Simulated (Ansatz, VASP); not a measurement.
## MgF2: VASP beside Ansatz

Contents of INCAR:

```
ALGO = Normal ; EDIFF = 1E-8
ENCUT = 520 ; GGA_COMPAT = F
ISIF = 2 ; ISMEAR = -1
LASPH = T ; LCHARG = F
LEFG = T ; LREAL = F
LWAVE = F ; NBANDS = 25
NELM = 120 ; PREC = Accurate
SIGMA = 0.02
```

Contents of KPOINTS:

```
k-points
0
Gamma
  5 5 7
```

The input POSCAR:

```
MgF2
1.0
    4.5269612842      0.0000000000      0.0000000000
    0.0000000000      4.5269612842      0.0000000000
    0.0000000000      0.0000000000      2.9543337453
Mg F
2 4
Direct
    0.0000000000      0.0000000000      0.0000000000
    0.5000000000      0.5000000000      0.5000000000
    0.3028000000      0.3028000000      0.0000000000
    0.1972000000      0.8028000000      0.5000000000
    0.6972000000      0.6972000000      0.0000000000
    0.8028000000      0.1972000000      0.5000000000
```

Input for Ansatz:

```yaml
crystal:
  lattice:
    - [4.5269612842, 0.0, 0.0]
    - [0.0, 4.5269612842, 0.0]
    - [0.0, 0.0, 2.9543337453]
  atoms:
    - { symbol: Mg, position: [0.0, 0.0, 0.0] }
    - { symbol: Mg, position: [0.5, 0.5, 0.5] }
    - { symbol: F, position: [0.3028, 0.3028, 0.0] }
    - { symbol: F, position: [0.1972, 0.8028, 0.5] }
    - { symbol: F, position: [0.6972, 0.6972, 0.0] }
    - { symbol: F, position: [0.8028, 0.1972, 0.5] }
kpoints:
  mp_grid: { grid: [5, 5, 7] }
scf:
  occupations: { method: fermi_dirac, width: 0.02 }
hamiltonian:
  xc: lda
  pseudopotentials: { kind: all_electron, datasets: crystal }
output:
  forces: true
  stress: true
  eigenvalues: true
  efg: { contact_densities: true }
```

Change from the starting cell: volume scaled by 0.94, crystal datasets.

Alike in both runs: task electric field gradients; functional LDA; k mesh 5 × 5 × 7; occupations fermi-dirac, width 0.02 eV; no spin polarisation.

|  | VASP | Ansatz |
| --- | --- | --- |
| version | VASP 6.6.1 | Ansatz 0.2.0 |
| potentials or method | VASP PAW LDA potentials, release 64 (Mg, F), cutoff 520 eV | all-electron PAW with datasets made for the crystal, scalar-relativistic |

|  | VASP | Ansatz | Ansatz less VASP |
| --- | --- | --- | --- |
| gap on the k mesh at the Fermi level (eV) | 7.31 | 7.33 | +0.017 |
| pressure (GPa) | 2.3 | 4.2 | +1.95 |
| traceless stress, the component that is largest in VASP (GPa) | 1.89 | 1.67 | -0.219 |
| rms of the force components (eV/Å) | 0.045 | 0.039 | -0.0064 |
| size of Vzz on the site where it differs most (V/Å²) | 44.3 | 44.9 | +0.55 |

LDA's correlation is that of Perdew and Zunger in VASP and of Perdew and Wang (1992) in Ansatz. Atom by atom the forces differ by 0.006 eV/Å (rms over components). Ansatz ran all-electron here, and VASP with PAW potentials.
